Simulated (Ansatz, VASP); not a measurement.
## One calculation of HfMoC2, two programs

```xyz
4
Lattice="3.1914 0.0000 0.0000 0.0000 3.1914 0.0000 0.0000 0.0000 4.4852" Properties=species:S:1:pos:R:3 pbc="T T T"
Hf    0.0000    0.0000    0.0000
Mo    1.5957    1.5957    2.2426
C     1.5957    1.5957    0.0000
C     0.0000    0.0000    2.2426
```

Alike in both runs: functional BLYP; k mesh 5 × 5 × 4; occupations fermi-dirac, width 0.05 eV; no spin polarisation.

```csv
,VASP,Ansatz
version,VASP 6.6.1,Ansatz 0.2.0
potentials or method,"VASP PAW PBE potentials, release 64 (Hf_pv, Mo_sv, C)",Ansatz PAW
plane-wave cutoff (eV),520,420
valence electrons in the cell,32,48
task,single point,band structure
```

Ansatz gave:

```
gap on the k mesh at the Fermi level (eV)                     : none
pressure (GPa)                                                : 9.1
traceless stress, the component that is largest in VASP (GPa) : 4.51
```

Task: Which values does VASP return?

Result: gap on the k mesh at the Fermi level (eV): none; pressure (GPa): 9.7; traceless stress, the component that is largest in VASP (GPa): 4.59.

VASP's potentials were made for PBE, not for BLYP. A gap of «none» marks a metal or a gap that the smearing closes. VASP's potentials hold 32 valence electrons a cell and Ansatz's 48, so a difference there can come from the potentials and not from the codes.

The k mesh is coarse, so the values compare programs but aren't converged. Neither program's run includes spin-orbit coupling.
